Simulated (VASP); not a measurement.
# Ti3Se (P-6m2) in VASP: a series of runs, part 2 of 2

VASP 6.6.1. Earlier steps stand in the parts before.

## 4. Single point, PBE

This run uses another cell than the first one, of 18.64 Å³/atom, 1.039 times its volume.

INCAR reads:

```
SYSTEM = Ti3Se
ALGO     = Normal         ! electronic algorithm
EDIFF    = 1E-6           ! SCF threshold, eV
ENCUT    = 520            ! plane-wave cutoff, eV
GGA      = PE             ! functional
ISIF     = 2              ! what is computed and relaxed
ISMEAR   = -1             ! smearing method
LASPH    = .True.         ! aspherical terms in the spheres
LCHARG   = .False.        ! write CHGCAR
LREAL    = .False.        ! projectors in reciprocal space
LWAVE    = .False.        ! write WAVECAR
NBANDS   = 29             ! bands
NELM     = 80             ! most SCF steps
PREC     = Accurate       ! precision mode
SIGMA    = 0.05           ! smearing width, eV
```

KPOINTS reads:

```
k-points
0
Gamma
  10 10 4
  0 0 0
```

POSCAR reads:

```
Ti3Se
1.0
    3.2601565315      0.0000000000      0.0000000000
   -1.6300782658      2.8233783766      0.0000000000
    0.0000000000      0.0000000000      8.0985246472
Se Ti
1 3
Direct
    0.0000000000      0.0000000000      0.0000000000
    0.6666666667      0.3333333333      0.5000000000
    0.3333333333      0.6666666667      0.7729020000
    0.3333333333      0.6666666667      0.2270980000
```

Command:

```console
$ cat potpaw_PBE.64/Se/POTCAR potpaw_PBE.64/Ti_sv/POTCAR > POTCAR
$ mpirun -np 1 vasp_std > vasp.out
```

It took 85 s on 1 thread of AMD EPYC 9R45 (Zen 5), shared host; peak memory 0.18 GiB.

Results (log left out):

* Free energy: -28.8094 eV
* Pressure: -5.7 GPa
* Largest force: 0.111 eV/Å
* Band gap on the k mesh: zero (band 21 reaches 7.83 eV, above the bottom of band 22 at 7.29 eV)

Forces in eV/Å, atoms in the order of the input:
```
Se   0.000  0.000  0.000
Ti   0.000  0.000  0.000
Ti   0.000  0.000  0.111
Ti   0.000  0.000 -0.111
```

Stress tensor (GPa, compression positive):
```
-5.38  0.00  0.00
 0.00 -5.38  0.00
 0.00  0.00 -6.27
```

Levels at points of the mesh, in eV from the Fermi level:
```tsv
k point	band 19	band 20	band 21	band 22	band 23	band 24
(0.00, 0.00, 0.00)	-0.25	0.15	0.15	0.30	0.30	0.82
(0.50, 0.00, 0.00)	-1.46	-0.69	-0.44	0.19	0.72	0.79
(0.00, 0.00, 0.50)	-0.61	0.38	0.38	0.48	0.56	0.56
(0.50, 0.00, 0.50)	-1.44	-0.89	-0.79	0.51	0.79	0.92
```

## 5. Single point, r2SCAN

This run uses another cell than the first one, of 16.53 Å³/atom, 0.922 times its volume.

POSCAR reads:

```
Ti3Se
1.0
    3.1321732920      0.0000000000      0.0000000000
   -1.5660866460      2.7125416399      0.0000000000
    0.0000000000      0.0000000000      7.7806026671
Se Ti
1 3
Direct
    0.0000000000      0.0000000000      0.0000000000
    0.6666666667      0.3333333333      0.5000000000
    0.3333333333      0.6666666667      0.7729020000
    0.3333333333      0.6666666667      0.2270980000
```

INCAR.step1 reads:

```
PREC     = Accurate       # precision mode
ENCUT    = 520            # plane-wave cutoff, eV
ISMEAR   = -1             # smearing method
SIGMA    = 0.05           # smearing width, eV
LREAL    = F              # projectors in reciprocal space
LASPH    = T              # aspherical terms in the spheres
NELM     = 100            # most SCF steps
NBANDS   = 29             # bands
GGA      = PE             # functional
ALGO     = Normal         # electronic algorithm
EDIFF    = 1E-4           # SCF threshold, eV
LWAVE    = T              # write WAVECAR
LCHARG   = F              # write CHGCAR
```

INCAR.step2 reads:

```
PREC     = Accurate       # precision mode
ENCUT    = 520            # plane-wave cutoff, eV
EDIFF    = 1E-6           # SCF threshold, eV
ISMEAR   = -1             # smearing method
SIGMA    = 0.05           # smearing width, eV
LREAL    = F              # projectors in reciprocal space
LASPH    = T              # aspherical terms in the spheres
NELM     = 100            # most SCF steps
ALGO     = Normal         # electronic algorithm
ISIF     = 2              # what is computed and relaxed
LWAVE    = F              # write WAVECAR
LCHARG   = F              # write CHGCAR
METAGGA  = R2SCAN         # meta-GGA
LMIXTAU  = T            
NBANDS   = 29             # bands
ISTART   = 1
```

KPOINTS reads:

```
regular mesh
0
Gamma
  10 10 4
```

Potentials or basis: VASP PAW PBE potentials, release 64 (Se, Ti_sv).

Command:

```console
$ cat potpaw_PBE.64/Se/POTCAR potpaw_PBE.64/Ti_sv/POTCAR > POTCAR
$ cp INCAR.step1 INCAR
$ mpirun -np 1 vasp_std > vasp.out
$ cp INCAR.step2 INCAR
$ mpirun -np 1 vasp_std > vasp.out
```

OUTCAR:

```text
PREC = Accurate
   ENCUT = 520
   EDIFF = 1E-6
   ISMEAR = -1
   LREAL = F
   LASPH = T
   NELM = 100
   ISIF = 2
   METAGGA = R2SCAN
   ISTART = 1

 ion  position               nearest neighbor table
   1  0.000  0.000  0.000-   3 2.53   4 2.53   3 2.53   4 2.53   3 2.53   4 2.53
   2  0.667  0.333  0.500-   3 2.79   4 2.79   3 2.79   4 2.79   3 2.79   4 2.79
   3  0.333  0.667  0.773-   1 2.53   1 2.53   1 2.53   2 2.79   2 2.79   2 2.79
   4  0.333  0.667  0.227-   1 2.53   1 2.53   1 2.53   2 2.79   2 2.79   2 2.79

  LATTYP: Found a hexagonal cell.
 ALAT       =     3.1321732920
 C/A-ratio  =     2.4840907388

  Lattice vectors:

 A1 = (   3.1321732920,   0.0000000000,   0.0000000000)
 A2 = (  -1.5660866460,   2.7125416399,   0.0000000000)
 A3 = (   0.0000000000,   0.0000000000,   7.7806026671)

Analysis of symmetry for initial positions (statically):
=====================================================================
 Subroutine PRICEL returns:
 Original cell was already a primitive cell.

 Routine SETGRP: Setting up the symmetry group for a
 hexagonal supercell.

 Subroutine GETGRP returns: Found 12 space group operations
 (whereof 12 operations were pure point group operations)
 out of a pool of 24 trial point group operations.

The static configuration has the point symmetry D_3h.

Analysis of symmetry for dynamics (positions and initial velocities):
=====================================================================
 Subroutine PRICEL returns:
 Original cell was already a primitive cell.

 Routine SETGRP: Setting up the symmetry group for a
 hexagonal supercell.

 Subroutine GETGRP returns: Found 12 space group operations
 (whereof 12 operations were pure point group operations)
 out of a pool of 24 trial point group operations.

The dynamic configuration has the point symmetry D_3h.

 Subroutine INISYM returns: Found 12 space group operations
 (whereof 12 operations are pure point group operations),
 and found     1 'primitive' translations

----------------------------------------------------------------------------------------

                                     Primitive cell

  volume of cell :      66.1052

  direct lattice vectors                    reciprocal lattice vectors
     3.132173292  0.000000000  0.000000000     0.319267137  0.184328968  0.000000000
    -1.566086646  2.712541640  0.000000000     0.000000000  0.368657935  0.000000000
     0.000000000  0.000000000  7.780602667     0.000000000  0.000000000  0.128524748

  length of vectors
     3.132173292  3.132173292  7.780602667     0.368657935  0.368657935  0.128524748

  position of ions in fractional coordinates (direct lattice)
     0.000000000  0.000000000  0.000000000
     0.666666667  0.333333333  0.500000000
     0.333333333  0.666666667  0.772902000
     0.333333333  0.666666667  0.227098000

  ion indices of the primitive-cell ions
   primitive index   ion index
                 1           1
                 2           2
                 3           3
                 4           4

----------------------------------------------------------------------------------------

 KPOINTS: regular mesh

Automatic generation of k-mesh.
 Grid dimensions read from file:
 generate k-points for:   10   10    4

 Generating k-lattice:

  Cartesian coordinates                     Fractional coordinates (reciprocal lattice)
     0.031926714  0.018432897  0.000000000     0.100000000  0.000000000  0.000000000
     0.000000000  0.036865794  0.000000000     0.000000000  0.100000000  0.000000000
     0.000000000  0.000000000  0.032131187     0.000000000  0.000000000  0.250000000

  Length of vectors
     0.036865794  0.036865794  0.032131187

  Shift w.r.t. Gamma in fractional coordinates (k-lattice)
     0.000000000  0.000000000  0.000000000

 Subroutine IBZKPT returns following result:
 ===========================================

 Found     42 irreducible k-points:

 Following reciprocal coordinates:
            Coordinates               Weight
  0.000000  0.000000  0.000000      1.000000
  0.100000  0.000000  0.000000      6.000000
  0.200000  0.000000  0.000000      6.000000
  0.300000  0.000000  0.000000      6.000000
  0.400000  0.000000  0.000000      6.000000
  0.500000  0.000000  0.000000      3.000000
[... 16 lines left out ...]
  0.300000  0.100000  0.250000     24.000000
  0.400000  0.100000  0.250000     24.000000
 [... further k-points ...]
   k-points           NKPTS =     42   k-points in BZ     NKDIM =     42   number of bands    NBANDS=     29
   number of dos      NEDOS =    301   number of ions     NIONS =      4
   total plane-waves  NPLWV =  34560
   dimension x,y,z NGX =    24 NGY =   24 NGZ =   60
   dimension x,y,z NGXF=    48 NGYF=   48 NGZF=  120
   ions per type =               1   3
   NGX,Y,Z   is equivalent  to a cutoff of  12.74, 12.74, 12.82 a.u.
   NGXF,Y,Z  is equivalent  to a cutoff of  25.48, 25.48, 25.64 a.u.
 SYSTEM =  unknown system
   PREC   = accura    normal or accurate (medium, high low for compatibility)
   ISTART =      1    job   : 0-new  1-cont  2-samecut
   ICHARG =      0    charge: 1-file 2-atom 10-const
   ISPIN  =      1    spin polarized calculation?
   LNONCOLLINEAR =      F non collinear calculations
   LSORBIT =      F    spin-orbit coupling
   LASPH  =      T    aspherical Exc in radial PAW
   ENCUT  =  520.0 eV  38.22 Ry    6.18 a.u.   5.82  5.82 14.47*2*pi/ulx,y,z
   NELM   =    100;   NELMIN=  2; NELMDL=  0     # of ELM steps
   EDIFF  = 0.1E-05   stopping-criterion for ELM
   LREAL  =      F    real-space projection
   EDIFFG = 0.1E-04   stopping-criterion for IOM
   NSW    =      0    number of steps for IOM
   IBRION =     -1    ionic relax: 0-MD 1-quasi-New 2-CG
   NFREE  =      0    steps in history (QN), initial steepest desc. (CG)
   ISIF   =      2    stress and relaxation
   ISYM   =      2    0-nonsym 1-usesym 2-fastsym
   POTIM  = 0.5000    time-step for ionic-motion
   TEBEG  =    0.0;   TEEND  =   0.0 temperature during run
   PSTRESS=    0.0 pullay stress
   NELECT =      42.0000    total number of electrons
   NUPDOWN=      -1.0000    fix difference up-down
   EMIN   =  10.00;   EMAX   =-10.00  energy-range for DOS
   EFERMI =   0.00;   METHOD = LEGACY
   ISMEAR =    -1;   SIGMA  =   0.05  broadening in eV -4-tet -1-fermi 0-gaus
   EFERMI_NEDOS =   21; number of points for ismear=-14 and -15
   IALGO  =     38    algorithm
   IMIX   =      4    mixing-type and parameters
     AMIX     =   0.40;   BMIX     =  1.00
     AMIX_MAG =   1.60;   BMIX_MAG =  1.00
  volume/ion in A,a.u.               =      16.53       111.52
  Fermi-wavevector in a.u.,A,eV,Ry     =   1.407385  2.659571 26.949486  1.980731
  Thomas-Fermi vector in A             =   2.529649
   LORBIT       =      0    0 simple, 1 ext, 2 COOP (PROOUT), +10 PAW based schemes
   METAGGA = R2SCAN    functional components
   LHFCALC =     F    Hartree Fock is set to
   AEXX    =    0.0000 exact exchange contribution
   IVDW    =     0    specifies the selected vdW correction
   LEPSILON=     F    determine dielectric tensor
   LRPA    =     F    only Hartree local field effects (RPA)
 non-spin polarized calculation
  energy-cutoff  :      520.00
  volume of cell :       66.11
 maximum number of plane-waves:      1799
 NGX is ok and might be reduce to    24
   NGX = 11   NGY = 11   NGZ = 29

 number of electron      42.0000008 magnetization

 Free energy of the ion-electron system (eV)
  ---------------------------------------------------
  ext. energy  EPLUGINS =         0.00000000
  ---------------------------------------------------
  free energy    TOTEN  =       -55.24218316 eV

  energy without entropy =      -55.22232140  energy(sigma->0) =      -55.23225228

 E-fermi :   8.8342     XC(G=0): -12.4737

 val. band max:        8.8046471285   @ k =   0.1000   0.1000   0.0000
 cond. band min:       8.8360876519   @ k =   0.3000   0.2000   0.0000
 fundamental gap:      0.0314405234
 Fermi energy:         8.8341973447

 k-point     1 :       0.0000    0.0000    0.0000
  band No.  band energies     occupation
      1     -50.5392      2.00000
      2     -50.5107      2.00000
      3     -50.3217      2.00000
      4     -26.0456      2.00000
      5     -25.9244      2.00000
      6     -25.5710      2.00000
[... 21 lines left out ...]
     28      10.7398      0.00000
     29      10.7398      0.00000
[... 705 lines left out ...]
 k-point    24 :       0.4000    0.1000    0.2500
  band No.  band energies     occupation
      1     -50.4794      2.00000
      2     -50.4752      2.00000
      3     -50.3099      2.00000
      4     -25.9692      2.00000
      5     -25.9401      2.00000
      6     -25.8321      2.00000
[... 21 lines left out ...]
     28      11.7858      0.00000
     29      11.9932      0.00000

 [... further k-points ...]
[... 5 lines left out ...]
  --------------------------------------------------------------------------------------
  -------------------------------------------------------------------------------------
  Total        3.2268122      3.2268122      3.4261698      0.0000000     -0.0000000      0.0000000
  in kB       78.2075793     78.2075793     83.0393681      0.0000000     -0.0000000      0.0000000
  external PRESSURE =      79.8181755 kB  Pullay stress =       0.0000000 kB

 VOLUME and BASIS-vectors are now :
 -----------------------------------------------------------------------------
  energy-cutoff  :      520.00
  volume of cell :       66.11
      direct lattice vectors                 reciprocal lattice vectors
     3.132173292  0.000000000  0.000000000     0.319267137  0.184328968  0.000000000
    -1.566086646  2.712541640  0.000000000     0.000000000  0.368657935  0.000000000
     0.000000000  0.000000000  7.780602667     0.000000000  0.000000000  0.128524748

 POSITION                                       TOTAL-FORCE (eV/Angst)
 -----------------------------------------------------------------------------------
      0.00000      0.00000      0.00000        -0.000000      0.000000      0.000000
      1.56609      0.90418      3.89030        -0.000000      0.000000      0.000000
     -0.00000      1.80836      6.01364         0.000000     -0.000000     -0.180775
     -0.00000      1.80836      1.76696         0.000000     -0.000000      0.180775
 -----------------------------------------------------------------------------------
    total drift:                                0.000000     -0.000000     -0.000000

  FREE ENERGIE OF THE ION-ELECTRON SYSTEM (eV)
  ---------------------------------------------------
  free  energy   TOTEN  =       -55.2421831594 eV

  energy  without entropy=      -55.2223213953  energy(sigma->0) =      -55.23225228
```

Run time: 5.7 min. Hardware: 1 thread of AMD EPYC 9R45 (Zen 5), shared host; peak memory 0.19 GiB.

Results:

| Item | Value |
| --- | --- |
| Free energy | -55.2422 eV |
| Pressure | 8.0 GPa |
| Largest force | 0.181 eV/Å |
| Band gap on the k mesh | zero (band 21 reaches 9.29 eV, above the bottom of band 22 at 8.63 eV) |

Forces on the atoms (eV/Å):
```
Se   0.000  0.000  0.000
Ti   0.000  0.000  0.000
Ti   0.000  0.000 -0.181
Ti   0.000  0.000  0.181
```

Caveat: the PAW data sets were made with another functional, which shifts forces and pressure a little.

## 6. Single point, r2SCAN

This run uses another cell than the first one, of 16.88 Å³/atom, 0.941 times its volume.

POSCAR reads:

```
Ti3Se
1.0
    3.1542315771      0.0000000000      0.0000000000
   -1.5771157886      2.7316446752      0.0000000000
    0.0000000000      0.0000000000      7.8353974489
Se Ti
1 3
Direct
    0.0000000000      0.0000000000      0.0000000000
    0.6666666667      0.3333333333      0.5000000000
    0.3333333333      0.6666666667      0.7729020000
    0.3333333333      0.6666666667      0.2270980000
```

INCAR.step1 reads:

```
PREC = Accurate ; ENCUT = 520
ISMEAR = -1 ; SIGMA = 0.05
LREAL = False ; LASPH = True
NELM = 60 ; NBANDS = 29
GGA = PE ; ALGO = Normal
EDIFF = 1E-4 ; LWAVE = True
LCHARG = False
```

INCAR.step2 reads:

```
PREC = Accurate ; ENCUT = 520
EDIFF = 1E-7 ; ISMEAR = -1
SIGMA = 0.05 ; LREAL = False
LASPH = True ; NELM = 60
ALGO = Normal ; ISIF = 2
LWAVE = False ; LCHARG = False
METAGGA = R2SCAN ; LMIXTAU = True
NBANDS = 29 ; ISTART = 1
```

KPOINTS reads:

```
Automatic mesh
0
Gamma
  10 10 4
```

Potentials or basis: VASP PAW PBE potentials, release 64 (Se, Ti_sv).

Command:

```console
$ cat potpaw_PBE.64/Se/POTCAR potpaw_PBE.64/Ti_sv/POTCAR > POTCAR
$ cp INCAR.step1 INCAR
$ mpirun -np 1 vasp_std > vasp.out
$ cp INCAR.step2 INCAR
$ mpirun -np 1 vasp_std > vasp.out
```

Run time: 8.3 min. Hardware: 1 thread of AMD EPYC 9R45 (Zen 5), shared host; peak memory 0.19 GiB.

The run converged. Its results:

```
Free energy            : -55.2994 eV
Pressure               : 4.9 GPa
Largest force          : 0.097 eV/Å
Band gap on the k mesh : zero (band 21 reaches 9.05 eV, above the bottom of band 22 at 8.39 eV)
```

Forces in eV/Å, atoms in the order of the input:
```
Se   0.000  0.000  0.000
Ti   0.000  0.000  0.000
Ti   0.000  0.000 -0.097
Ti   0.000  0.000  0.097
```

Levels at points of the mesh, in eV from the Fermi level:
```csv
k point,band 17,band 18,band 19,band 20,band 21,band 22,band 23,band 24,band 25,band 26
"(0.00, 0.00, 0.00)",-1.55,-1.55,-0.32,0.15,0.15,0.35,0.35,0.96,1.16,1.60
"(0.50, 0.00, 0.00)",-2.37,-1.99,-1.81,-0.88,-0.62,0.24,0.85,0.90,2.50,2.74
"(0.00, 0.00, 0.50)",-1.62,-1.62,-0.81,0.45,0.45,0.59,0.64,0.64,1.13,1.13
"(0.50, 0.00, 0.50)",-2.33,-1.78,-1.73,-1.13,-1.03,0.64,0.94,1.11,1.32,2.77
```

Caveat: the PAW data sets were made with another functional, which shifts forces and pressure a little.

## 7. Summary

```csv
level,cell,gap on the mesh (eV),pressure (GPa),largest force (eV/Å)
PBE,"a = 3.219, b = 3.219, c = 7.995 Å, angles 90.0, 90.0, 120.0°, 4 atoms",none,-2.0,0.01
PBE,"a = 3.240, b = 3.240, c = 8.047 Å, angles 90.0, 90.0, 120.0°, 4 atoms",none,-3.9,0.07
PBE,"a = 3.260, b = 3.260, c = 8.099 Å, angles 90.0, 90.0, 120.0°, 4 atoms",none,-5.7,0.11
r2SCAN,"a = 3.132, b = 3.132, c = 7.781 Å, angles 90.0, 90.0, 120.0°, 4 atoms",none,8.0,0.18
r2SCAN,"a = 3.154, b = 3.154, c = 7.835 Å, angles 90.0, 90.0, 120.0°, 4 atoms",none,4.9,0.10
```

Alike in all rows: task single point; potentials or basis VASP PAW PBE potentials, release 64 (Se, Ti_sv); no spin polarisation; k mesh 10 × 10 × 4; cutoff (eV) 520; smearing fermi-dirac 0.05 eV.

Caveats: the PAW data sets were made with another functional, which shifts forces and pressure a little (some runs).

Absolute energies hang on the potentials; compare differences alone.
